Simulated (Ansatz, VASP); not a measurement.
## Two plane-wave programs on KBr

```xyz
2
Lattice="0.0000 3.2925 3.2925 3.2925 0.0000 3.2925 3.2925 3.2925 0.0000" Properties=species:S:1:pos:R:3 pbc="T T T"
K     0.0000    0.0000    0.0000
Br    3.2925    3.2925    3.2925
```

Alike in both runs: task single point; functional PBE; k mesh 10 × 10 × 10; occupations gaussian, width 0.05 eV; no spin polarisation.

|  | VASP | Ansatz |
| --- | --- | --- |
| version | VASP 6.6.1 | Ansatz 0.2.0 |
| potentials or method | VASP PAW PBE potentials, release 64 (K_sv, Br), cutoff 520 eV | scalar-relativistic, plane waves, PAW |
| valence electrons in the cell | 16 | 16 |

Ansatz gave:

| Property | Result |
| --- | --- |
| gap on the k mesh at the Fermi level (eV) | 4.45 |
| least direct gap on the mesh (eV) | 4.45 |
| pressure (GPa) | 0.8 |

Problem. What did VASP give for the same quantities?

Solution. gap on the k mesh at the Fermi level (eV): 4.45; least direct gap on the mesh (eV): 4.45; pressure (GPa): 0.9.

The functional is the same, so the differences come from potentials, cutoffs and numerics.
